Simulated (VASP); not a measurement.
# Au (Fm-3m) in VASP: single point with PBE

Aim: the single point of Au with PBE.

Everything below comes from runs of VASP 6.6.1. Logs are shortened: lines on timing, memory, paths and dates and some standing lists are left out, and cuts for length are marked.

### Step 1. The cell of the first run

It takes space group Fm-3m (No. 225, cubic). The conventional cell has a = 4.172 Å, b = 4.172 Å, c = 4.172 Å, α = 90.00°, β = 90.00°, γ = 90.00°. Au (site symmetry m-3m) has 12 Au at 2.95 Å within 3.9 Å.

### Step 2. Single point, PBE

File INCAR:

```
PREC = Accurate ; ENCUT = 520
EDIFF = 1E-6 ; ISMEAR = -1
SIGMA = 0.13605693000000002 ; LREAL = False
LASPH = True ; NELM = 80
ALGO = Normal ; ISIF = 2
LWAVE = False ; LCHARG = False
GGA = PE ; NBANDS = 12
```

File KPOINTS:

```
regular mesh
0
Gamma
  14 14 14
```

File POSCAR:

```
Au
1.0
    0.0000000000      2.0861139759      2.0861139759
    2.0861139759      0.0000000000      2.0861139759
    2.0861139759      2.0861139759      0.0000000000
Au
1
Direct
    0.0000000000      0.0000000000      0.0000000000
```

Potentials or basis: VASP PAW PBE potentials, release 64 (Au).

On the command line:

```sh
$ cat potpaw_PBE.64/Au/POTCAR > POTCAR
$ mpirun -np 1 vasp_std > vasp.out
```

OUTCAR:

```text
PREC = Accurate
   ENCUT = 520
   EDIFF = 1E-6
   ISMEAR = -1
   LREAL = False
   LASPH = True
   NELM = 80
   ISIF = 2
   GGA = PE

 ion  position               nearest neighbor table
   1  0.000  0.000  0.000-

  LATTYP: Found a face centered cubic cell.
 ALAT       =     4.1722279518

  Lattice vectors:

 A1 = (   0.0000000000,   2.0861139759,   2.0861139759)
 A2 = (   2.0861139759,   0.0000000000,   2.0861139759)
 A3 = (   2.0861139759,   2.0861139759,   0.0000000000)

Analysis of symmetry for initial positions (statically):
=====================================================================
 Subroutine PRICEL returns:
 Original cell was already a primitive cell.

 Routine SETGRP: Setting up the symmetry group for a
 face centered cubic supercell.

 Subroutine GETGRP returns: Found 48 space group operations
 (whereof 48 operations were pure point group operations)
 out of a pool of 48 trial point group operations.

The static configuration has the point symmetry O_h .

Analysis of symmetry for dynamics (positions and initial velocities):
=====================================================================
 Subroutine PRICEL returns:
 Original cell was already a primitive cell.

 Routine SETGRP: Setting up the symmetry group for a
 face centered cubic supercell.

 Subroutine GETGRP returns: Found 48 space group operations
 (whereof 48 operations were pure point group operations)
 out of a pool of 48 trial point group operations.

The dynamic configuration has the point symmetry O_h .

 Subroutine INISYM returns: Found 48 space group operations
 (whereof 48 operations are pure point group operations),
 and found     1 'primitive' translations

----------------------------------------------------------------------------------------

                                     Primitive cell

  volume of cell :      18.1570

  direct lattice vectors                    reciprocal lattice vectors
     0.000000000  2.086113976  2.086113976    -0.239680097  0.239680097  0.239680097
     2.086113976  0.000000000  2.086113976     0.239680097 -0.239680097  0.239680097
     2.086113976  2.086113976  0.000000000     0.239680097  0.239680097 -0.239680097

  length of vectors
     2.950210677  2.950210677  2.950210677     0.415138105  0.415138105  0.415138105

  position of ions in fractional coordinates (direct lattice)
     0.000000000  0.000000000  0.000000000

  ion indices of the primitive-cell ions
[... 75 lines left out ...]
   LREAL  =      F    real-space projection
   EDIFFG = 0.1E-04   stopping-criterion for IOM
   NSW    =      0    number of steps for IOM
   IBRION =     -1    ionic relax: 0-MD 1-quasi-New 2-CG
   NFREE  =      0    steps in history (QN), initial steepest desc. (CG)
   ISIF   =      2    stress and relaxation
   ISYM   =      2    0-nonsym 1-usesym 2-fastsym
   POTIM  = 0.5000    time-step for ionic-motion
   TEBEG  =    0.0;   TEEND  =   0.0 temperature during run
   PSTRESS=    0.0 pullay stress
   NELECT =      11.0000    total number of electrons
   NUPDOWN=      -1.0000    fix difference up-down
   EMIN   =  10.00;   EMAX   =-10.00  energy-range for DOS
   EFERMI =   0.00;   METHOD = LEGACY
   ISMEAR =    -1;   SIGMA  =   0.14  broadening in eV -4-tet -1-fermi 0-gaus
   EFERMI_NEDOS =   21; number of points for ismear=-14 and -15
   IALGO  =     38    algorithm
   IMIX   =      4    mixing-type and parameters
     AMIX     =   0.40;   BMIX     =  1.00
     AMIX_MAG =   1.60;   BMIX_MAG =  1.00
  volume/ion in A,a.u.               =      18.16       122.53
  Fermi-wavevector in a.u.,A,eV,Ry     =   1.385238  2.617720 26.108002  1.918884
  Thomas-Fermi vector in A             =   2.509667
   LORBIT       =      0    0 simple, 1 ext, 2 COOP (PROOUT), +10 PAW based schemes
   GGA     = PE    functional components
   LHFCALC =     F    Hartree Fock is set to
   AEXX    =    0.0000 exact exchange contribution
   IVDW    =     0    specifies the selected vdW correction
   LEPSILON=     F    determine dielectric tensor
   LRPA    =     F    only Hartree local field effects (RPA)
 non-spin polarized calculation
  energy-cutoff  :      520.00
  volume of cell :       18.16
 maximum number of plane-waves:       531
 NGX is ok and might be reduce to    24
   NGX = 11   NGY = 11   NGZ = 11

 number of electron      11.0000001 magnetization

 Free energy of the ion-electron system (eV)
  ---------------------------------------------------
  ext. energy  EPLUGINS =         0.00000000
  ---------------------------------------------------
  free energy    TOTEN  =        -3.22710040 eV

  energy without entropy =       -3.20716074  energy(sigma->0) =       -3.21713057

 E-fermi :   8.4219     XC(G=0): -12.3404

 val. band max:        8.3159496619   @ k =   0.5000   0.0714   0.0000
 cond. band min:       8.4286168231   @ k =   0.5000   0.3571   0.1429
 fundamental gap:      0.1126671611
 Fermi energy:         8.4218761085

 k-point     1 :       0.0000    0.0000    0.0000
  band No.  band energies     occupation
      1      -0.7512      2.00000
      2       4.0842      2.00000
      3       4.0842      2.00000
      4       4.0842      2.00000
      5       5.4375      2.00000
      6       5.4375      2.00000
      7      23.0422      0.00000
      8      26.6764      0.00000
      9      26.6764      0.00000
     10      26.6764      0.00000
     11      31.3848      0.00000
     12      35.3632      0.00000
[... 331 lines left out ...]
 k-point    24 :       0.2857    0.1429    0.0000
  band No.  band energies     occupation
      1       1.3611      2.00000
      2       3.4467      2.00000
      3       4.3487      2.00000
      4       4.7076      2.00000
      5       5.4963      2.00000
      6       5.9467      2.00000
      7      20.0166      0.00000
      8      24.2496      0.00000
      9      24.3496      0.00000
     10      26.2188      0.00000
     11      28.7495      0.00000
     12      32.4188      0.00000

 [... further k-points ...]
[... 5 lines left out ...]
  --------------------------------------------------------------------------------------
  -------------------------------------------------------------------------------------
  Total       -0.1801403     -0.1801403     -0.1801403      0.0000000      0.0000000     -0.0000000
  in kB      -15.8956119    -15.8956119    -15.8956119      0.0000000      0.0000000     -0.0000000
  external PRESSURE =     -15.8956119 kB  Pullay stress =       0.0000000 kB

 VOLUME and BASIS-vectors are now :
 -----------------------------------------------------------------------------
  energy-cutoff  :      520.00
  volume of cell :       18.16
      direct lattice vectors                 reciprocal lattice vectors
     0.000000000  2.086113976  2.086113976    -0.239680097  0.239680097  0.239680097
     2.086113976  0.000000000  2.086113976     0.239680097 -0.239680097  0.239680097
     2.086113976  2.086113976  0.000000000     0.239680097  0.239680097 -0.239680097

 POSITION                                       TOTAL-FORCE (eV/Angst)
 -----------------------------------------------------------------------------------
      0.00000      0.00000      0.00000         0.000000      0.000000      0.000000
 -----------------------------------------------------------------------------------
    total drift:                               -0.000000      0.000000     -0.000000

  FREE ENERGIE OF THE ION-ELECTRON SYSTEM (eV)
  ---------------------------------------------------
  free  energy   TOTEN  =        -3.2271003991 eV

  energy  without entropy=       -3.2071607402  energy(sigma->0) =       -3.21713057
```

OSZICAR:

```text
N       E                     dE             d eps       ncg     rms          rms(c)
DAV:   1     0.494140000364E+02    0.49414E+02   -0.55727E+03  2560   0.810E+02
DAV:   2    -0.275713927052E+01   -0.52171E+02   -0.49229E+02  2940   0.183E+02
DAV:   3    -0.348764455809E+01   -0.73051E+00   -0.73001E+00  2956   0.210E+01
DAV:   4    -0.349016910004E+01   -0.25245E-02   -0.25244E-02  3012   0.144E+00
DAV:   5    -0.349018875057E+01   -0.19651E-04   -0.19650E-04  3032   0.122E-01    0.772E+00
DAV:   6    -0.324370072288E+01    0.24649E+00   -0.70610E-01  2744   0.669E+00    0.507E+00
DAV:   7    -0.322888578248E+01    0.14815E-01   -0.51845E-02  3012   0.184E+00    0.261E+00
DAV:   8    -0.322710892153E+01    0.17769E-02   -0.11496E-03  2768   0.283E-01    0.243E-01
DAV:   9    -0.322709413479E+01    0.14787E-04   -0.87896E-06  3028   0.256E-02    0.143E-02
DAV:  10    -0.322710047659E+01   -0.63418E-05   -0.33301E-06  2892   0.178E-02    0.308E-03
DAV:  11    -0.322710039906E+01    0.77526E-07   -0.84241E-08  1624   0.225E-03
   1 F= -.32271004E+01 E0= -.32171306E+01  d E =-.199397E-01
```

It took 8 s on 1 thread of Intel Xeon 6975P-C (Granite Rapids), shared host; peak memory 0.15 GiB.

Results:

* Free energy: -3.2271 eV
* Pressure: -1.6 GPa

Levels at points of the mesh, in eV from the Fermi level:
```csv
k point,band 2,band 3,band 4,band 5,band 6,band 7,band 8,band 9,band 10,band 11
"(0.00, 0.00, 0.00)",-4.34,-4.34,-4.34,-2.98,-2.98,14.62,18.25,18.25,18.25,22.96
"(0.50, 0.00, 0.00)",-4.37,-4.37,-1.91,-1.91,-0.64,2.77,14.06,16.68,16.68,24.02
"(0.50, 0.50, 0.00)",-6.19,-1.95,-1.62,-1.62,1.23,5.31,9.86,9.86,16.56,18.99
```

Caveat: spin-orbit coupling is left out, which moves the levels of the heavy elements.
